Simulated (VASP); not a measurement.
# W (I4/mmm) in VASP: further runs, part 2 of 2

VASP 6.6.1. The steps go on from the part before.

## (3) Single point, PBEsol

This run uses another cell than the first one, of 15.69 Å³/atom, 1.010 times its volume.

The input, INCAR:

```
ALGO = Fast ; EDIFF = 1E-6
ENCUT = 520 ; GGA = PS
ISIF = 2 ; ISMEAR = -1
LASPH = True ; LCHARG = False
LREAL = False ; LWAVE = False
NBANDS = 13 ; NELM = 80
PREC = Accurate ; SIGMA = 0.05
```

The input, KPOINTS:

```
k-points
0
Gamma
  10 10 10
```

The input, POSCAR:

```
W
1.0
   -1.5823450000      1.5823450000      1.5665215500
    1.5823450000     -1.5823450000      1.5665215500
    1.5823450000      1.5823450000     -1.5665215500
W
1
Direct
    0.0000000000      0.0000000000      0.0000000000
```

Potentials or basis: VASP PAW PBE potentials, release 64 (W_sv).

Started as:

```sh
$ cat potpaw_PBE.64/W_sv/POTCAR > POTCAR
$ mpirun -np 1 vasp_std > vasp.out
```

OUTCAR:

```text
EDIFF = 1E-6
   ENCUT = 520
   GGA = PS
   ISIF = 2
   ISMEAR = -1
   LASPH = True
   LREAL = False
   NELM = 80
   PREC = Accurate

 ion  position               nearest neighbor table
   1  0.000  0.000  0.000-

  LATTYP: Found a body centered tetragonal cell.
 ALAT       =     3.1646900000
 C/A-ratio  =     0.9900000000

  Lattice vectors:

 A1 = (  -1.5823450000,   1.5823450000,   1.5665215500)
 A2 = (   1.5823450000,  -1.5823450000,   1.5665215500)
 A3 = (   1.5823450000,   1.5823450000,  -1.5665215500)

Analysis of symmetry for initial positions (statically):
=====================================================================
 Subroutine PRICEL returns:
 Original cell was already a primitive cell.

 Routine SETGRP: Setting up the symmetry group for a
 body centered tetragonal supercell.

 Subroutine GETGRP returns: Found 16 space group operations
 (whereof 16 operations were pure point group operations)
 out of a pool of 16 trial point group operations.

The static configuration has the point symmetry D_4h.

Analysis of symmetry for dynamics (positions and initial velocities):
=====================================================================
 Subroutine PRICEL returns:
 Original cell was already a primitive cell.

 Routine SETGRP: Setting up the symmetry group for a
 body centered tetragonal supercell.

 Subroutine GETGRP returns: Found 16 space group operations
 (whereof 16 operations were pure point group operations)
 out of a pool of 16 trial point group operations.

The dynamic configuration has the point symmetry D_4h.

 Subroutine INISYM returns: Found 16 space group operations
 (whereof 16 operations are pure point group operations),
 and found     1 'primitive' translations

----------------------------------------------------------------------------------------

                                     Primitive cell

  volume of cell :      15.6891
[... 108 lines left out ...]
  volume/ion in A,a.u.               =      15.69       105.88
  Fermi-wavevector in a.u.,A,eV,Ry     =   1.576103  2.978403 33.798242  2.484101
  Thomas-Fermi vector in A             =   2.676987
   LORBIT       =      0    0 simple, 1 ext, 2 COOP (PROOUT), +10 PAW based schemes
   GGA     = PS    functional components
   LHFCALC =     F    Hartree Fock is set to
   AEXX    =    0.0000 exact exchange contribution
   IVDW    =     0    specifies the selected vdW correction
   LEPSILON=     F    determine dielectric tensor
   LRPA    =     F    only Hartree local field effects (RPA)
 non-spin polarized calculation
 RMM-DIIS sequential band-by-band and
  energy-cutoff  :      520.00
  volume of cell :       15.69
 maximum number of plane-waves:       438
   NGX = 11   NGY = 11   NGZ = 11

 number of electron      14.0000004 magnetization

 Free energy of the ion-electron system (eV)
  ---------------------------------------------------
  ext. energy  EPLUGINS =         0.00000000
  ---------------------------------------------------
  free energy    TOTEN  =       -13.79918353 eV

  energy without entropy =      -13.79497851  energy(sigma->0) =      -13.79708102

 E-fermi :  11.5501     XC(G=0): -13.8220

 val. band max:       11.4789654283   @ k =  -0.2000   0.5000   0.2000
 cond. band min:      11.5910110280   @ k =  -0.3000  -0.3000   0.3000
 fundamental gap:      0.1120455997
 Fermi energy:        11.5501152126

 k-point     1 :       0.0000    0.0000    0.0000
  band No.  band energies     occupation
      1     -62.7267      2.00000
      2     -26.2694      2.00000
      3     -26.2694      2.00000
      4     -26.2632      2.00000
      5       1.7150      2.00000
      6      10.0710      2.00000
      7      10.2074      2.00000
      8      10.2074      2.00000
      9      13.5863      0.00000
     10      13.7687      0.00000
     11      25.9277      0.00000
     12      25.9277      0.00000
     13      26.1235      0.00000
[... 354 lines left out ...]
  band No.  band energies     occupation
      1     -62.5705      2.00000
      2     -27.3154      2.00000
      3     -27.0547      2.00000
      4     -26.4327      2.00000
      5       6.9029      2.00000
      6       8.3329      2.00000
      7       9.1201      2.00000
      8      13.8655      0.00000
      9      14.4570      0.00000
     10      20.1136      0.00000
     11      21.2825      0.00000
     12      24.3463      0.00000
     13      28.5283      0.00000

 [... further k-points ...]
[... 5 lines left out ...]
  --------------------------------------------------------------------------------------
  -------------------------------------------------------------------------------------
  Total       -0.0148432     -0.0148432      0.3323349      0.0000000      0.0000000      0.0000000
  in kB       -1.5157867     -1.5157867     33.9381206      0.0000000      0.0000000      0.0000000
  external PRESSURE =      10.3021824 kB  Pullay stress =       0.0000000 kB

 VOLUME and BASIS-vectors are now :
 -----------------------------------------------------------------------------
  energy-cutoff  :      520.00
  volume of cell :       15.69
      direct lattice vectors                 reciprocal lattice vectors
    -1.582345000  1.582345000  1.566521550     0.000000000  0.315986716  0.319178501
     1.582345000 -1.582345000  1.566521550     0.315986716  0.000000000  0.319178501
     1.582345000  1.582345000 -1.566521550     0.315986716  0.315986716  0.000000000

 POSITION                                       TOTAL-FORCE (eV/Angst)
 -----------------------------------------------------------------------------------
      0.00000      0.00000      0.00000        -0.000000      0.000000      0.000000
 -----------------------------------------------------------------------------------
    total drift:                                0.000000     -0.000000      0.000000

  FREE ENERGIE OF THE ION-ELECTRON SYSTEM (eV)
  ---------------------------------------------------
  free  energy   TOTEN  =       -13.7991835336 eV

  energy  without entropy=      -13.7949785150  energy(sigma->0) =      -13.79708102
```

OSZICAR:

```text
N       E                     dE             d eps       ncg     rms          rms(c)
DAV:   1     0.851898769614E+02    0.85190E+02   -0.74241E+03  2665   0.122E+03
DAV:   2    -0.128291574570E+02   -0.98019E+02   -0.94301E+02  2952   0.321E+02
DAV:   3    -0.144823981081E+02   -0.16532E+01   -0.16489E+01  2917   0.404E+01
DAV:   4    -0.144888880803E+02   -0.64900E-02   -0.64898E-02  2947   0.280E+00
DAV:   5    -0.144889402045E+02   -0.52124E-04   -0.52124E-04  2932   0.235E-01    0.221E+01
RMM:   6    -0.139493665839E+02    0.53957E+00   -0.41404E-01  2884   0.591E+00    0.922E+00
RMM:   7    -0.138034848922E+02    0.14588E+00   -0.30106E-01  2909   0.501E+00    0.834E-01
RMM:   8    -0.137992832575E+02    0.42016E-02   -0.11049E-02  3285   0.118E+00    0.231E-01
RMM:   9    -0.137991801442E+02    0.10311E-03   -0.18447E-03  3185   0.514E-01    0.393E-02
RMM:  10    -0.137991914860E+02   -0.11342E-04   -0.24399E-04  3323   0.189E-01    0.226E-02
RMM:  11    -0.137991822685E+02    0.92175E-05   -0.68335E-05  3255   0.971E-02    0.644E-03
RMM:  12    -0.137991833878E+02   -0.11193E-05   -0.11851E-05  3149   0.435E-02    0.509E-03
RMM:  13    -0.137991835336E+02   -0.14579E-06   -0.18567E-06  2250   0.169E-02
   1 F= -.13799184E+02 E0= -.13797081E+02  d E =-.420502E-02
```

stdout:

```text
POSCAR found type information on POSCAR W
 POSCAR found :  1 types and       1 ions
 scaLAPACK will be used
 -----------------------------------------------------------------------------
|                                                                             |
|                                                                             |
|     You enforced a specific xc type in the INCAR file but a different       |
|     I HOPE YOU KNOW WHAT YOU ARE DOING!                                     |
|                                                                             |
 -----------------------------------------------------------------------------

 LDA part: xc-table for (Slater+PW92), standard interpolation
 POSCAR, INCAR and KPOINTS ok, starting setup
 FFT: planning ... GRIDC
 FFT: planning ... GRID_SOFT
 FFT: planning ... GRID
 WAVECAR not read
 entering main loop
```

Wall time 40 s (1 thread of AMD EPYC 7R13, shared host); peak memory 0.11 GiB.

What came out:

```
Free energy            : -13.7992 eV
Pressure               : 1.0 GPa
Band gap on the k mesh : zero (band 7 reaches 16.65 eV, above the bottom of band 8 at 10.21 eV)
```

Stress tensor (GPa, compression positive):
```
-0.15  0.00  0.00
 0.00 -0.15  0.00
 0.00  0.00  3.39
```

Levels at points of the mesh, in eV from the Fermi level:
```tsv
k point	band 4	band 5	band 6	band 7	band 8	band 9	band 10	band 11
(0.00, 0.00, 0.00)	-37.81	-9.84	-1.48	-1.34	-1.34	2.04	2.22	14.38
(0.50, 0.00, 0.00)	-37.83	-6.49	-3.80	0.63	2.08	3.06	6.13	11.13
(0.50, 0.50, 0.00)	-37.82	-6.49	-3.67	0.55	1.91	2.96	6.10	11.05
(0.50, 0.50, 0.50)	-38.73	-6.08	-6.05	5.10	5.10	5.14	8.12	8.12
```

Caveat: the PAW data sets were made with another functional, which shifts forces and pressure a little; spin-orbit coupling is left out, which moves the levels of the heavy elements.

## (4) Single point, PBEsol

This run uses another cell than the first one, of 16.01 Å³/atom, 1.031 times its volume.

The input, INCAR:

```
SYSTEM = W
PREC = Accurate ; ENCUT = 520
EDIFF = 1E-7 ; ISMEAR = -1
SIGMA = 0.05 ; LREAL = .False.
LASPH = .True. ; NELM = 100
ALGO = Fast ; ISIF = 2
LWAVE = .False. ; LCHARG = .False.
GGA = PS ; NBANDS = 13
```

The input, KPOINTS:

```
Automatic mesh
0
Gamma
  10 10 10
  0 0 0
```

The input, POSCAR:

```
W
1.0
   -1.5823450000      1.5823450000      1.5981684500
    1.5823450000     -1.5823450000      1.5981684500
    1.5823450000      1.5823450000     -1.5981684500
W
1
Direct
    0.0000000000      0.0000000000      0.0000000000
```

Started as:

```sh
$ cat potpaw_PBE.64/W_sv/POTCAR > POTCAR
$ mpirun -np 1 vasp_std > vasp.out
```

Run time: 45 s. Hardware: 1 thread of AMD EPYC 7R13, shared host; peak memory 0.11 GiB.

It converged, with:

| Item | Value |
| --- | --- |
| Free energy | -13.7950 eV |
| Pressure | -5.4 GPa |
| Band gap on the k mesh | zero (band 7 reaches 16.20 eV, above the bottom of band 8 at 9.99 eV) |

Stress tensor (GPa, compression positive):
```
-4.29  0.00  0.00
 0.00 -4.29  0.00
 0.00  0.00 -7.52
```

Levels at points of the mesh, in eV from the Fermi level:
```csv
k point,band 3,band 4,band 5,band 6,band 7,band 8,band 9,band 10,band 11,band 12
"(0.00, 0.00, 0.00)",-37.87,-37.87,-9.73,-1.40,-1.40,-1.27,1.99,2.16,14.27,14.46
"(0.50, 0.00, 0.00)",-38.28,-37.88,-6.36,-3.62,0.51,1.90,2.91,5.93,10.75,11.37
"(0.50, 0.50, 0.00)",-38.29,-37.89,-6.36,-3.75,0.59,2.08,2.99,5.96,10.82,11.32
"(0.50, 0.50, 0.50)",-38.74,-38.74,-5.92,-5.89,4.94,4.98,4.98,7.86,8.13,8.13
```

Caveat: the PAW data sets were made with another functional, which shifts forces and pressure a little; spin-orbit coupling is left out, which moves the levels of the heavy elements.

## (5) Single point, PBEsol

This run uses another cell than the first one, of 16.16 Å³/atom, 1.041 times its volume.

The input, INCAR:

```
SYSTEM = W
ALGO = Normal
EDIFF = 1E-6
ENCUT = 520
GGA = PS
ISIF = 2
ISMEAR = -1
LASPH = .True.
LCHARG = .False.
LREAL = .False.
LWAVE = .False.
NBANDS = 13
NELM = 80
PREC = Accurate
SIGMA = 0.05
```

The input, KPOINTS:

```
k-points
0
Gamma
  10 10 10
  0 0 0
```

The input, POSCAR:

```
W
1.0
   -1.5823450000      1.5823450000      1.6139919000
    1.5823450000     -1.5823450000      1.6139919000
    1.5823450000      1.5823450000     -1.6139919000
W
1
Direct
    0.0000000000      0.0000000000      0.0000000000
```

Started as:

```sh
$ cat potpaw_PBE.64/W_sv/POTCAR > POTCAR
$ mpirun -np 1 vasp_std > vasp.out
```

Wall time 44 s (1 thread of AMD EPYC 7R13, shared host); peak memory 0.12 GiB.

Results (log left out):

| Item | Value |
| --- | --- |
| Free energy | -13.7852 eV |
| Pressure | -8.3 GPa |
| Band gap on the k mesh | zero (band 7 reaches 15.97 eV, above the bottom of band 8 at 9.96 eV) |

Stress tensor (GPa, compression positive):
```
 -6.22   0.00   0.00
  0.00  -6.22   0.00
  0.00   0.00 -12.42
```

Levels at points of the mesh, in eV from the Fermi level:
| k point | band 3 | band 4 | band 5 | band 6 | band 7 | band 8 | band 9 | band 10 | band 11 | band 12 |
| --- | --- | --- | --- | --- | --- | --- | --- | --- | --- | --- |
| (0.00, 0.00, 0.00) | -37.89 | -37.89 | -9.66 | -1.41 | -1.41 | -1.16 | 1.89 | 2.23 | 14.13 | 14.51 |
| (0.50, 0.00, 0.00) | -38.28 | -37.90 | -6.29 | -3.52 | 0.46 | 1.80 | 2.88 | 5.83 | 10.57 | 11.37 |
| (0.50, 0.50, 0.00) | -38.31 | -37.91 | -6.28 | -3.78 | 0.61 | 2.17 | 3.02 | 5.90 | 10.73 | 11.27 |
| (0.50, 0.50, 0.50) | -38.72 | -38.72 | -5.85 | -5.79 | 4.85 | 4.93 | 4.93 | 7.62 | 8.15 | 8.15 |

Caveat: the PAW data sets were made with another functional, which shifts forces and pressure a little; spin-orbit coupling is left out, which moves the levels of the heavy elements.

## (6) The runs side by side

| cell | gap on the mesh (eV) | pressure (GPa) |
| --- | --- | --- |
| a = 2.723 Å, angles 108.9, 108.9, 110.6°, 1 atom | none | 4.5 |
| a = 2.732 Å, angles 109.2, 109.2, 110.0°, 1 atom | none | 1.0 |
| a = 2.750 Å, angles 109.7, 109.7, 108.9°, 1 atom | none | -5.4 |
| a = 2.759 Å, angles 110.0, 110.0, 108.4°, 1 atom | none | -8.3 |

Alike in all rows: task single point; level PBEsol; potentials or basis VASP PAW PBE potentials, release 64 (W_sv); no spin polarisation; k mesh 10 × 10 × 10; cutoff (eV) 520; smearing fermi-dirac 0.05 eV.

Caveats: the PAW data sets were made with another functional, which shifts forces and pressure a little; spin-orbit coupling is left out, which moves the levels of the heavy elements.

Total energies depend on the potentials used, so only differences within one code and one set of settings carry meaning.
